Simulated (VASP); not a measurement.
AlFe:

```xyz
2
Lattice="2.9100 0.0000 0.0000 0.0000 2.9100 0.0000 0.0000 0.0000 2.9100" Properties=species:S:1:pos:R:3 pbc="T T T"
Fe    1.4550    1.4550    1.4550
Al    0.0000    0.0000    0.0000
```

Base run:

- Program: VASP 6.6.1
- Functional: PBEsol
- Potentials or basis: VASP PAW PBE potentials, release 64 (Fe_sv, Al)
- Cutoff: 690 eV
- k mesh: 8 × 8 × 8
- Occupations: fermi-dirac, width 0.05 eV
- Spin: collinear spin, ferromagnetic start
- Starting moments: [1.5, 0.0] μB
- Fixed moment: 1.5 μB

Its results: pressure -5.7 GPa; site moments Fe +1.48; Al -0.04 μB.

Problem. After a change of settings the same cell gave: pressure 26.7 GPa; site moments Fe +3.03; Al +0.08 μB. Which change was it?
A. fixed moment from 1.5 μB to 4.5 μB; moments at the start from [1.5, 0.0] to [4.5, 0.0]
B. fixed moment from 1.5 μB to 3.8 μB; moments at the start from [1.5, 0.0] to [3.8, 0.0]
C. fixed moment from 1.5 μB to 2.2 μB; moments at the start from [1.5, 0.0] to [2.2, 0.0]
D. fixed moment from 1.5 μB to 0.8 μB; moments at the start from [1.5, 0.0] to [0.8, 0.0]

Solution. B.

Caveats: the PAW data sets were made with another functional, which shifts forces and pressure a little; the total moment is fixed, so each spin has its own Fermi level and the state may be an excited one; the cell stands under tension (at least some runs); the cell stands under pressure (at least some runs).
